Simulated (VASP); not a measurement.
Write the native input for VASP 6.6.1 that does the following.

- Task: single point
- Functional: BLYP
- Dispersion: D3(BJ)
- Potentials or basis: VASP PAW PBE potentials, release 64 (Mn_pv, O)
- Cutoff: 520 eV
- k mesh: 11 × 11 × 6
- Occupations: gaussian, width 0.1 eV
- Spin: collinear spin, ferromagnetic start
- Starting moments: [4.0, 0.0, 0.0] μB
- Dipole correction: no
- Further INCAR settings: ALGO = Normal; EDIFF = 1e-07; NBANDS = 24

The structure of MnO2 lies in POSCAR:

```
MnO2
1.0
    2.8565781804      0.0000000000      0.0000000000
   -1.4282890902      2.4738692722      0.0000000000
    0.0000000000      0.0000000000      4.6013740589
Mn O
1 2
Direct
    0.0000000000      0.0000000000      0.5000000000
    0.3333333333      0.6666666667      0.7062925700
    0.6666666667      0.3333333333      0.2937074300
```

The input as run:

INCAR

```
PREC     = Accurate       # precision mode
ENCUT    = 520            # plane-wave cutoff, eV
EDIFF    = 1E-7           # SCF threshold, eV
ISMEAR   = 0              # smearing method
SIGMA    = 0.1            # smearing width, eV
LREAL    = False          # projectors in reciprocal space
LASPH    = True           # aspherical terms in the spheres
NELM     = 150            # most SCF steps
ALGO     = Normal         # electronic algorithm
ISIF     = 2              # what is computed and relaxed
LWAVE    = False          # write WAVECAR
LCHARG   = False          # write CHGCAR
ISPIN    = 2              # spin polarisation
MAGMOM   = 4 0 0          # initial moments
LORBIT   = 11             # projections on sites
LMAXMIX  = 4              # l up to which the mixer works
GGA      = B5             # functional
ALDAX    = 1.0          
AGGAX    = 1.0          
AGGAC    = 1.0          
ALDAC    = 0.0          
IVDW     = 12             # dispersion correction
VDW_S6   = 1.0          
VDW_S8   = 2.6996       
VDW_A1   = 0.4298       
VDW_A2   = 4.2359       
NBANDS   = 24             # bands
```

KPOINTS

```
Automatic mesh
0
Gamma
  11 11 6
```

Potentials or basis: VASP PAW PBE potentials, release 64 (Mn_pv, O).

Command:

```console
$ cat potpaw_PBE.64/Mn_pv/POTCAR potpaw_PBE.64/O/POTCAR > POTCAR
$ mpirun -np 1 vasp_std > vasp.out
```

It gave:

```
Pressure                                              : 6.9 GPa
Largest force                                         : 0.582 eV/Å
Band gap on the k mesh                                : 0.68 eV, indirect (least direct gap 0.72 eV)
Net moment                                            : 3.00 μB per cell
Site moments                                          : Mn +2.79; O +0.07 μB
Valence electrons inside the program's atomic spheres : Mn 11.74; O 5.01
Dispersion energy per atom                            : -0.278 eV
```

Caveat: the PAW data sets were made with another functional, which shifts forces and pressure a little; a cell with one magnetic atom can't hold antiferromagnetic order, which such compounds often take.

Wall time 3.5 min on 1 thread of AMD EPYC 7R43 64-Core Processor (Zen 3), on a shared host, peak memory 0.21 GiB.
